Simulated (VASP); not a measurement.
# Ba (I4/mmm) in VASP: notebook

Ba is run at these levels: PBEsol; tasks: single point.

Program: VASP 6.6.1. These are calculated values, not measurements. Logs are shortened: lines on timing, memory, paths and dates and some standing lists are left out, and cuts for length are marked.

### Step 1. The cell of the first run

The structure is tetragonal, space group I4/mmm (No. 139). The conventional cell has a = 4.750 Å, b = 4.750 Å, c = 4.875 Å, α = 90.00°, β = 90.00°, γ = 90.00°. Within 5.4 Å of Ba (site symmetry 4/mmm) lie 14 Ba at 4.15 to 4.88 Å.

### Step 2. Single point, PBEsol (strain -0.050 along x and y, -0.025 along z)

INCAR reads:

```
SYSTEM = Ba
ALGO = Fast
EDIFF = 1E-6
ENCUT = 520
GGA = PS
ISIF = 2
ISMEAR = 0
LASPH = .True.
LCHARG = .False.
LREAL = .False.
LWAVE = .False.
NBANDS = 11
NELM = 60
PREC = Accurate
SIGMA = 0.15
```

KPOINTS reads:

```
k-points
0
Gamma
  14 14 14
  0 0 0
```

POSCAR reads:

```
Ba
1.0
   -2.3750000000      2.3750000000      2.4375000000
    2.3750000000     -2.3750000000      2.4375000000
    2.3750000000      2.3750000000     -2.4375000000
Ba
1
Direct
    0.0000000000      0.0000000000      0.0000000000
```

Potentials or basis: VASP PAW PBE potentials, release 64 (Ba_sv).

Command:

```bash
$ cat potpaw_PBE.64/Ba_sv/POTCAR > POTCAR
$ mpirun -np 1 vasp_std > vasp.out
```

OUTCAR:

```text
SYSTEM = Ba
   EDIFF = 1E-6
   ENCUT = 520
   GGA = PS
   ISIF = 2
   ISMEAR = 0
   LASPH = .True.
   LREAL = .False.
   NELM = 60
   PREC = Accurate

 ion  position               nearest neighbor table
   1  0.000  0.000  0.000-

  LATTYP: Found a body centered tetragonal cell.
 ALAT       =     4.7500000000
 C/A-ratio  =     1.0263157895

  Lattice vectors:

 A1 = (  -2.3750000000,   2.3750000000,   2.4375000000)
 A2 = (   2.3750000000,  -2.3750000000,   2.4375000000)
 A3 = (   2.3750000000,   2.3750000000,  -2.4375000000)

Analysis of symmetry for initial positions (statically):
=====================================================================
 Subroutine PRICEL returns:
 Original cell was already a primitive cell.

 Routine SETGRP: Setting up the symmetry group for a
 body centered tetragonal supercell.

 Subroutine GETGRP returns: Found 16 space group operations
 (whereof 16 operations were pure point group operations)
 out of a pool of 16 trial point group operations.

The static configuration has the point symmetry D_4h.

Analysis of symmetry for dynamics (positions and initial velocities):
=====================================================================
 Subroutine PRICEL returns:
 Original cell was already a primitive cell.

 Routine SETGRP: Setting up the symmetry group for a
 body centered tetragonal supercell.

 Subroutine GETGRP returns: Found 16 space group operations
 (whereof 16 operations were pure point group operations)
 out of a pool of 16 trial point group operations.

The dynamic configuration has the point symmetry D_4h.

 Subroutine INISYM returns: Found 16 space group operations
 (whereof 16 operations are pure point group operations),
 and found     1 'primitive' translations

----------------------------------------------------------------------------------------

                                     Primitive cell

  volume of cell :      54.9961

  direct lattice vectors                    reciprocal lattice vectors
    -2.375000000  2.375000000  2.437500000     0.000000000  0.210526316  0.205128205
     2.375000000 -2.375000000  2.437500000     0.210526316  0.000000000  0.205128205
     2.375000000  2.375000000 -2.437500000     0.210526316  0.210526316  0.000000000

  length of vectors
     4.150018825  4.150018825  4.150018825     0.293936915  0.293936915  0.297729171

  position of ions in fractional coordinates (direct lattice)
     0.000000000  0.000000000  0.000000000

  ion indices of the primitive-cell ions
   primitive index   ion index
                 1           1

----------------------------------------------------------------------------------------

 KPOINTS: k-points

Automatic generation of k-mesh.
 Grid dimensions read from file:
 generate k-points for:   14   14   14

 Generating k-lattice:

  Cartesian coordinates                     Fractional coordinates (reciprocal lattice)
     0.000000000  0.015037594  0.014652015     0.071428571  0.000000000  0.000000000
     0.015037594  0.000000000  0.014652015     0.000000000  0.071428571  0.000000000
     0.015037594  0.015037594  0.000000000     0.000000000  0.000000000  0.071428571

  Length of vectors
     0.020995494  0.020995494  0.021266369

  Shift w.r.t. Gamma in fractional coordinates (k-lattice)
     0.000000000  0.000000000  0.000000000

 Subroutine IBZKPT returns following result:
 ===========================================

 Found    244 irreducible k-points:

 Following reciprocal coordinates:
            Coordinates               Weight
  0.000000  0.000000  0.000000      1.000000
  0.071429  0.000000 -0.000000      8.000000
  0.142857  0.000000 -0.000000      8.000000
  0.214286 -0.000000  0.000000      8.000000
  0.285714  0.000000 -0.000000      8.000000
  0.357143 -0.000000  0.000000      8.000000
[... 16 lines left out ...]
  0.214286  0.142857  0.000000     16.000000
  0.285714  0.142857 -0.000000     16.000000
 [... further k-points ...]
   k-points           NKPTS =    244   k-points in BZ     NKDIM =    244   number of bands    NBANDS=     11
   number of dos      NEDOS =    301   number of ions     NIONS =      1
   total plane-waves  NPLWV =  32768
   dimension x,y,z NGX =    32 NGY =   32 NGZ =   32
   dimension x,y,z NGXF=    64 NGYF=   64 NGZF=   64
   ions per type =               1
   NGX,Y,Z   is equivalent  to a cutoff of  12.82, 12.82, 12.82 a.u.
   NGXF,Y,Z  is equivalent  to a cutoff of  25.64, 25.64, 25.64 a.u.
 SYSTEM =  Ba
   PREC   = accura    normal or accurate (medium, high low for compatibility)
   ISTART =      0    job   : 0-new  1-cont  2-samecut
   ICHARG =      2    charge: 1-file 2-atom 10-const
   ISPIN  =      1    spin polarized calculation?
   LNONCOLLINEAR =      F non collinear calculations
   LSORBIT =      F    spin-orbit coupling
   LASPH  =      T    aspherical Exc in radial PAW
   ENCUT  =  520.0 eV  38.22 Ry    6.18 a.u.   7.72  7.72  7.72*2*pi/ulx,y,z
   NELM   =     60;   NELMIN=  2; NELMDL= -5     # of ELM steps
   EDIFF  = 0.1E-05   stopping-criterion for ELM
   LREAL  =      F    real-space projection
   EDIFFG = 0.1E-04   stopping-criterion for IOM
   NSW    =      0    number of steps for IOM
   IBRION =     -1    ionic relax: 0-MD 1-quasi-New 2-CG
   NFREE  =      0    steps in history (QN), initial steepest desc. (CG)
   ISIF   =      2    stress and relaxation
   ISYM   =      2    0-nonsym 1-usesym 2-fastsym
   POTIM  = 0.5000    time-step for ionic-motion
   TEBEG  =    0.0;   TEEND  =   0.0 temperature during run
   PSTRESS=    0.0 pullay stress
   NELECT =      10.0000    total number of electrons
   NUPDOWN=      -1.0000    fix difference up-down
   EMIN   =  10.00;   EMAX   =-10.00  energy-range for DOS
   EFERMI =   0.00;   METHOD = LEGACY
   ISMEAR =     0;   SIGMA  =   0.15  broadening in eV -4-tet -1-fermi 0-gaus
   EFERMI_NEDOS =   21; number of points for ismear=-14 and -15
   IALGO  =     68    algorithm
   IMIX   =      4    mixing-type and parameters
     AMIX     =   0.40;   BMIX     =  1.00
     AMIX_MAG =   1.60;   BMIX_MAG =  1.00
  volume/ion in A,a.u.               =      55.00       371.13
  Fermi-wavevector in a.u.,A,eV,Ry     =   0.927465  1.752655 11.703615  0.860191
  Thomas-Fermi vector in A             =   2.053538
   LORBIT       =      0    0 simple, 1 ext, 2 COOP (PROOUT), +10 PAW based schemes
   GGA     = PS    functional components
   LHFCALC =     F    Hartree Fock is set to
   AEXX    =    0.0000 exact exchange contribution
   IVDW    =     0    specifies the selected vdW correction
   LEPSILON=     F    determine dielectric tensor
   LRPA    =     F    only Hartree local field effects (RPA)
 non-spin polarized calculation
 RMM-DIIS sequential band-by-band and
 Gauss-broadening in eV      SIGMA  =   0.15
  energy-cutoff  :      520.00
  volume of cell :       55.00
 maximum number of plane-waves:      1497
   NGX = 15   NGY = 15   NGZ = 15

 number of electron      10.0000000 magnetization

 Free energy of the ion-electron system (eV)
  ---------------------------------------------------
  ext. energy  EPLUGINS =         0.00000000
  ---------------------------------------------------
  free energy    TOTEN  =        -2.14810882 eV

  energy without entropy =       -2.13493552  energy(sigma->0) =       -2.14152217

 E-fermi :   1.9925     XC(G=0):  -7.9623

 val. band max:        1.9832798481   @ k =  -0.4286   0.4286   0.2857
 cond. band min:       1.9953668282   @ k =  -0.3571   0.5000   0.2143
 fundamental gap:      0.0120869801
 Fermi energy:         1.9925111946

 k-point     1 :       0.0000    0.0000    0.0000
  band No.  band energies     occupation
      1     -26.6394      2.00000
      2     -11.4712      2.00000
      3     -11.4704      2.00000
      4     -11.4704      2.00000
      5      -0.8156      2.00000
      6       3.9072      0.00000
      7       3.9072      0.00000
      8       4.0855      0.00000
      9       5.4610      0.00000
     10       5.7254      0.00000
     11       9.1958      0.00000

 k-point     2 :       0.0714    0.0000   -0.0000
  band No.  band energies     occupation
      1     -26.6356      2.00000
      2     -11.5100      2.00000
      3     -11.4817      2.00000
      4     -11.4710      2.00000
      5      -0.7025      2.00000
      6       3.8661      0.00000
      7       3.8755      0.00000
      8       4.1398      0.00000
      9       5.3271      0.00000
     10       5.6776      0.00000
     11       9.4072      0.00000

 k-point     3 :       0.1429    0.0000   -0.0000
  band No.  band energies     occupation
      1     -26.6249      2.00000
      2     -11.6173      2.00000
      3     -11.5130      2.00000
      4     -11.4715      2.00000
      5      -0.3842      2.00000
      6       3.6668      0.00000
      7       3.6861      0.00000
      8       4.4549      0.00000
      9       5.1369      0.00000
     10       5.6305      0.00000
     11       9.7629      0.00000

 k-point     4 :       0.2143   -0.0000    0.0000
  band No.  band energies     occupation
      1     -26.6093      2.00000
      2     -11.7663      2.00000
      3     -11.5576      2.00000
      4     -11.4722      2.00000
      5       0.0735      2.00000
      6       3.3768      0.00000
      7       3.3837      0.00000
      8       5.0002      0.00000
      9       5.1629      0.00000
     10       5.6378      0.00000
     11       9.9514      0.00000

 k-point     5 :       0.2857    0.0000   -0.0000
  band No.  band energies     occupation
      1     -26.5919      2.00000
      2     -11.9245      2.00000
      3     -11.6062      2.00000
      4     -11.4730      2.00000
      5       0.5476      2.00000
      6       3.1115      0.00000
      7       3.1519      0.00000
      8       5.3383      0.00000
      9       5.7305      0.00000
     10       5.7353      0.00000
     11       9.5558      0.00000
[... 211 lines left out ...]
 k-point    21 :      -0.0714    0.0714    0.0000
  band No.  band energies     occupation
      1     -26.6355      2.00000
      2     -11.5095      2.00000
      3     -11.4833      2.00000
      4     -11.4713      2.00000
      5      -0.6994      2.00000
      6       3.8064      0.00000
      7       4.0240      0.00000
      8       4.0303      0.00000
      9       5.4586      0.00000
     10       5.5513      0.00000
     11       9.4244      0.00000

 k-point    22 :       0.1429    0.1429   -0.0000
  band No.  band energies     occupation
      1     -26.6013      2.00000
      2     -11.8236      2.00000
      3     -11.5703      2.00000
      4     -11.5003      2.00000
      5       0.3349      2.00000
      6       3.1427      0.00000
      7       3.3182      0.00000
      8       4.9433      0.00000
      9       5.4041      0.00000
     10       5.9222      0.00000
     11      10.3394      0.00000

 k-point    23 :       0.2143    0.1429    0.0000
  band No.  band energies     occupation
      1     -26.5856      2.00000
      2     -11.9436      2.00000
      3     -11.6283      2.00000
      4     -11.5095      2.00000
      5       0.8171      2.00000
      6       2.8758      0.00000
      7       3.1294      0.00000
      8       5.0801      0.00000
      9       5.9901      0.00000
     10       6.1802      0.00000
     11       9.6134      0.00000

 k-point    24 :       0.2857    0.1429   -0.0000
  band No.  band energies     occupation
      1     -26.5714      2.00000
      2     -12.0460      2.00000
      3     -11.6863      2.00000
      4     -11.5147      2.00000
      5       1.1813      2.00000
      6       2.7776      0.00000
      7       3.0434      0.00000
      8       5.3017      0.00000
      9       6.0372      0.00000
     10       6.9986      0.00000
     11       9.1669      0.00000

 [... further k-points ...]

------------------------ aborting loop because EDIFF is reached ----------------------------------------

  FORCE on cell =-STRESS in cart. coord.  units (eV):
  Direction    XX          YY          ZZ          XY          YZ          ZX
  --------------------------------------------------------------------------------------
  -------------------------------------------------------------------------------------
  Total        0.2434750      0.2434750      0.1922464      0.0000000      0.0000000      0.0000000
  in kB        7.0930526      7.0930526      5.6006304      0.0000000      0.0000000      0.0000000
  external PRESSURE =       6.5955785 kB  Pullay stress =       0.0000000 kB

 VOLUME and BASIS-vectors are now :
 -----------------------------------------------------------------------------
  energy-cutoff  :      520.00
  volume of cell :       55.00
      direct lattice vectors                 reciprocal lattice vectors
    -2.375000000  2.375000000  2.437500000     0.000000000  0.210526316  0.205128205
     2.375000000 -2.375000000  2.437500000     0.210526316  0.000000000  0.205128205
     2.375000000  2.375000000 -2.437500000     0.210526316  0.210526316  0.000000000

 POSITION                                       TOTAL-FORCE (eV/Angst)
 -----------------------------------------------------------------------------------
      0.00000      0.00000      0.00000         0.000000     -0.000000      0.000000
 -----------------------------------------------------------------------------------
    total drift:                                0.000000      0.000000     -0.000000

  FREE ENERGIE OF THE ION-ELECTRON SYSTEM (eV)
  ---------------------------------------------------
  free  energy   TOTEN  =        -2.1481088198 eV

  energy  without entropy=       -2.1349355151  energy(sigma->0) =       -2.14152217
```

Wall time 77 s (1 thread of Intel Xeon Platinum 8259CL at 2.50GHz (Skylake/Cascade Lake), shared host); peak memory 0.28 GiB.

What came out:

```
Free energy            : -2.1481 eV
Pressure               : 0.7 GPa
Band gap on the k mesh : zero (bands 5 and 6 overlap by 1.27 eV)
```

Stress tensor (GPa, compression positive):
```
0.71 0.00 0.00
0.00 0.71 0.00
0.00 0.00 0.56
```

Caveat: the cell differs from its parent crystal (strain -0.050 along x and y, -0.025 along z); the PAW data sets were made with another functional, which shifts forces and pressure a little; spin-orbit coupling is left out, which moves the levels of the heavy elements.

[end of part 1 of 3]
